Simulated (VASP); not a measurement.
# CuI (Marshite): single point with r2SCAN

CuI (Marshite):

```
CELL_PARAMETERS angstrom
4.02290 0.00000 0.00000
0.00000 4.02290 0.00000
0.00000 0.00000 5.65060
ATOMIC_POSITIONS crystal
Cu 0.00000 0.00000 0.00000
Cu 0.50000 0.50000 0.00000
I 0.00000 0.50000 0.29130
I 0.50000 0.00000 0.70870
```

```json
{
 "Program": "VASP 6.6.1",
 "Task": "single point",
 "Functional": "r2SCAN",
 "Potentials or basis": "VASP PAW PBE potentials, release 64 (Cu, I)",
 "Cutoff": "520 eV",
 "k mesh": "4 × 4 × 4",
 "Occupations": "gaussian, width 0.01 eV",
 "Spin": "no spin polarisation",
 "Dipole correction": "no",
 "Further INCAR settings": "ALGO = Normal; EDIFF = 1e-06; NBANDS = 26"
}
```

```json
{
  "Pressure": "5.8 GPa",
  "Largest force": "0.038 eV/Å",
  "Band gap on the k mesh": "2.10 eV, direct"
}
```

Forces on the atoms (eV/Å):
```
Cu   0.000  0.000  0.000
Cu   0.000  0.000  0.000
I    0.000  0.000 -0.038
I    0.000  0.000  0.038
```

Stress tensor (GPa, compression positive):
```
5.47 0.00 0.00
0.00 5.47 0.00
0.00 0.00 6.41
```

Levels at points of the mesh, in eV from the valence-band top:
```tsv
k point	band 16	band 17	band 18	band 19	band 20	band 21
(0.00, 0.00, 0.00)	-1.25	0.00	0.00	2.10	2.85	3.44
(0.50, 0.00, 0.00)	-1.55	-0.89	-0.89	4.32	4.32	4.70
(0.50, 0.50, 0.00)	-2.06	-1.54	-1.54	2.47	2.47	2.53
(0.00, 0.00, 0.50)	-1.58	-0.88	-0.88	3.49	3.82	4.01
(0.50, 0.00, 0.50)	-0.86	-0.78	-0.78	2.50	2.50	5.63
(0.50, 0.50, 0.50)	-2.16	-1.35	-1.35	4.90	4.90	5.19
```

Run time: 2.4 min on 1 thread of Intel(R) Xeon(R) Platinum 8259CL CPU @ 2.50GHz (Skylake/Cascade Lake) (shared host), peak memory 0.21 GiB.

Caveat: the PAW data sets were made with another functional, which shifts forces and pressure a little; spin-orbit coupling is left out, which moves the levels of the heavy elements. r2SCAN opens gaps a little over a GGA but as a rule still falls short of measured ones.
